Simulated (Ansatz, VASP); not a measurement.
Si3C4: VASP beside Ansatz

```xyz
14
Lattice="-1.5184 2.6305 0.0000 -3.0376 -0.0004 0.0001 -1.5194 0.8762 17.3166" Properties=species:S:1:pos:R:3 pbc="T T T"
Si   -3.0375    1.7532    4.8458
Si   -1.5187    0.8766    2.3106
Si   -4.5568    2.6296   14.9886
Si   -3.0380    1.7530   12.4586
Si   -4.5563    2.6298    7.3835
Si   -1.5191    0.8764    9.9210
C    -1.5187    0.8765    4.1974
C    -4.5559    2.6300    0.1006
C    -4.5570    2.6295   16.8768
C    -4.5559    2.6300    1.6414
C    -3.0380    1.7529   14.3479
C    -1.5192    0.8763   11.8095
C    -3.0375    1.7531    6.7341
C    -4.5564    2.6297    9.2720
```

Change from the starting cell: cell x1, atoms moved at random (sigma 0.05 Å) and cell strained at random (1.5 %), then relaxed without symmetry.

Alike in both runs: functional PBE; k mesh 6 × 6 × 6; occupations gaussian, width 0.1 eV; no spin polarisation.

Ansatz relaxed the structure, and its values are those at the end. VASP's run is a single point on that final structure, the one shown.

```csv
,VASP,Ansatz
version,VASP 6.6.1,Ansatz 0.2.0
potentials or method,"VASP PAW PBE potentials, release 64 (Si, C), cutoff 600 eV","scalar-relativistic, plane waves, PAW"
valence electrons in the cell,56,56
```

```csv
,VASP,Ansatz,Ansatz less VASP
gap on the k mesh at the Fermi level (eV),1.08,1.08,+0.002
least direct gap on the mesh (eV),2.26,2.25,-0.008
pressure (GPa),-0.1,0.1,+0.20
rms of the force components (eV/Å),0.006,0.001,-0.0051
```
